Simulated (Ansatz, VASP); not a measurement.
## WS: VASP beside Ansatz

File INCAR:

```
SYSTEM = WS
PREC = Accurate
ENCUT = 520
EDIFF = 1E-6
ISMEAR = 0
SIGMA = 0.1
LREAL = .False.
LASPH = .True.
NELM = 100
ALGO = Normal
ISIF = 2
LWAVE = .False.
LCHARG = .True.
GGA = PE
LELF = .True.
LVHAR = .True.
NBANDS = 17
```

File KPOINTS:

```
Automatic mesh
0
Gamma
  6 6 6
  0 0 0
```

File POSCAR:

```
WS
1.0
    0.0000000000      2.7455901119      2.7455901119
    2.7455901119      0.0000000000      2.7455901119
    2.7455901119      2.7455901119      0.0000000000
W S
1 1
Direct
    0.0000000000      0.0000000000      0.0000000000
    0.7500000000      0.7500000000      0.7500000000
```

Input for Ansatz:

```yaml
crystal:
  lattice:
    - [0.0, 2.7455901119, 2.7455901119]
    - [2.7455901119, 0.0, 2.7455901119]
    - [2.7455901119, 2.7455901119, 0.0]
  atoms:
    - { symbol: W, position: [0.0, 0.0, 0.0] }
    - { symbol: S, position: [0.75, 0.75, 0.75] }
basis:
  ecutwfc: 420
kpoints:
  mp_grid: { grid: [6, 6, 6] }
hamiltonian:
  xc: pbe
scf:
  occupations: { method: gaussian, width: 0.1 }
  lower_state_search: "off"
output:
  forces: true
  stress: true
  eigenvalues: true
```

Alike in both runs: task single point; functional PBE; k mesh 6 × 6 × 6; occupations gaussian, width 0.1 eV; no spin polarisation.

```csv
,VASP,Ansatz
version,VASP 6.6.1,Ansatz 0.2.0
potentials or method,"VASP PAW PBE potentials, release 64 (W_sv, S), cutoff 520 eV","scalar-relativistic, plane waves, PAW"
valence electrons in the cell,20,20
```

VASP gave:

| Quantity | Value |
| --- | --- |
| gap on the k mesh at the Fermi level (eV) | none |
| pressure (GPa) | -11.1 |

Q: What did Ansatz give for the same quantities?

A: gap on the k mesh at the Fermi level (eV): none; pressure (GPa): -11.3.

A gap of «none» marks a metal or a gap that the smearing closes. The functional is the same, so the differences come from potentials, cutoffs and numerics.

Spin-orbit coupling is off throughout.
